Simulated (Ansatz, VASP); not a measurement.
Cu3N in VASP and in Ansatz

INCAR

```
PREC = Accurate
ENCUT = 600
EDIFF = 1E-6
ISMEAR = 0
SIGMA = 0.1
LREAL = F
LASPH = T
NELM = 200
ALGO = Normal
ISIF = 2
LWAVE = F
LCHARG = F
ISPIN = 2
MAGMOM = 1 1 1 0
LORBIT = 11
LMAXMIX = 4
GGA = PE
NBANDS = 31
GGA_COMPAT = F
```

File KPOINTS:

```
Automatic mesh
0
Gamma
  6 6 6
```

The input POSCAR:

```
Cu3N
1.0
    3.8140000000      0.0000000000      0.0000000000
    0.0000000000      3.8140000000      0.0000000000
    0.0000000000      0.0000000000      3.8140000000
Cu N
3 1
Direct
    0.5000000000      0.0000000000      0.0000000000
    0.0000000000      0.5000000000      0.0000000000
    0.0000000000      0.0000000000      0.5000000000
    0.0000000000      0.0000000000      0.0000000000
```

Input for Ansatz:

```yaml
crystal:
  lattice:
    - [3.814, 0.0, 0.0]
    - [0.0, 3.814, 0.0]
    - [0.0, 0.0, 3.814]
  atoms:
    - { symbol: Cu, position: [0.5, 0.0, 0.0], spin: 1.0 }
    - { symbol: Cu, position: [0.0, 0.5, 0.0], spin: 1.0 }
    - { symbol: Cu, position: [0.0, 0.0, 0.5], spin: 1.0 }
    - { symbol: "N", position: [0.0, 0.0, 0.0] }
basis:
  ecutwfc: 420
kpoints:
  mp_grid: { grid: [6, 6, 6] }
hamiltonian:
  xc: pbe
scf:
  occupations: { method: gaussian, width: 0.1 }
  lower_state_search: "off"
output:
  forces: true
  stress: true
  eigenvalues: true
  populations: true
magnetization:
  spin_polarized: true
```

Alike in both runs: task single point; functional PBE; k mesh 6 × 6 × 6; occupations gaussian, width 0.1 eV; collinear spin.

```csv
,VASP,Ansatz
version,VASP 6.6.1,Ansatz 0.2.0
potentials or method,"VASP PAW PBE potentials, release 64 (Cu, N), cutoff 600 eV","scalar-relativistic, plane waves, PAW"
valence electrons in the cell,38,62
```

```csv
,VASP,Ansatz,Ansatz less VASP
gap on the k mesh at the Fermi level (eV),0.21,0.18,-0.023
least direct gap on the mesh (eV),0.76,0.72,-0.035
pressure (GPa),1.9,1.4,-0.56
net moment per atom (μB),0.00,0.00,0.000
```

VASP's potentials hold 38 valence electrons a cell and Ansatz's 62, so a difference there can come from the potentials and not from the codes. Ansatz's warnings: seeded moment not kept.
